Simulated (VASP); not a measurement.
Write the native input for VASP 6.6.1 that does the following.

```
Task                               : single point
Functional                         : B3LYP
Potentials or basis                : VASP PAW PBE potentials, release 64 (Hf_pv, Ge_d)
Cutoff                             : 520 eV
k mesh                             : 4 × 4 × 4
Occupations                        : fermi-dirac, width 0.05 eV
Spin                               : no spin polarisation
Dipole correction                  : no
Grid for exact exchange (PRECFOCK) : Normal
Further INCAR settings             : ALGO = Normal; EDIFF = 1e-06; NBANDS = 19
Share of exact exchange            : 0.2
```

HfGe:

```
CELL_PARAMETERS angstrom
3.40055 0.00000 0.00000
0.00000 3.40055 0.00000
0.00000 0.00000 3.40055
ATOMIC_POSITIONS crystal
Hf 0.00000 0.00000 0.00000
Ge 0.50000 0.50000 0.50000
```

These files were run (other wordings do the same):

POSCAR

```
HfGe
1.0
    3.4005451591      0.0000000000      0.0000000000
    0.0000000000      3.4005451591      0.0000000000
    0.0000000000      0.0000000000      3.4005451591
Hf Ge
1 1
Direct
    0.0000000000      0.0000000000      0.0000000000
    0.5000000000      0.5000000000      0.5000000000
```

INCAR.step1

```
ALGO = Normal
EDIFF = 1E-5
ENCUT = 520
GGA = PE
ISIF = 2
ISMEAR = -1
LASPH = T
LCHARG = F
LREAL = F
LWAVE = T
NBANDS = 19
NELM = 100
PREC = Accurate
SIGMA = 0.05
```

INCAR.step2

```
AEXX = 0.2
AGGAC = 0.81
AGGAX = 0.72
ALDAC = 0.19
ALGO = Normal
EDIFF = 1E-6
ENCUT = 520
GGA = B3
ISIF = 2
ISMEAR = -1
ISTART = 1
LASPH = T
LCHARG = F
LHFCALC = T
LREAL = F
LWAVE = F
NBANDS = 19
NELM = 100
PREC = Accurate
PRECFOCK = Normal
SIGMA = 0.05
```

KPOINTS

```
k-points
0
Gamma
  4 4 4
```

Potentials or basis: VASP PAW PBE potentials, release 64 (Hf_pv, Ge_d).

Command:

```bash
$ cat potpaw_PBE.64/Hf_pv/POTCAR potpaw_PBE.64/Ge_d/POTCAR > POTCAR
$ cp INCAR.step1 INCAR
$ mpirun -np 1 vasp_std > vasp.out
$ cp INCAR.step2 INCAR
$ mpirun -np 1 vasp_std > vasp.out
```

It gave:

```yaml
Pressure: -0.9 GPa
Band_gap_on_the_k_mesh: zero (bands 12 and 13 overlap by 2.90 eV)
```

Caveat: the k points lie up to 0.46 Å⁻¹ apart, too coarse for converged energies and pressures of a metal; the PAW data sets were made with another functional, which shifts forces and pressure a little; spin-orbit coupling is left out, which moves the levels of the heavy elements.

It took 8.5 min on 1 thread of Intel Xeon 8259CL, with other jobs on the host, peak memory 0.18 GiB.
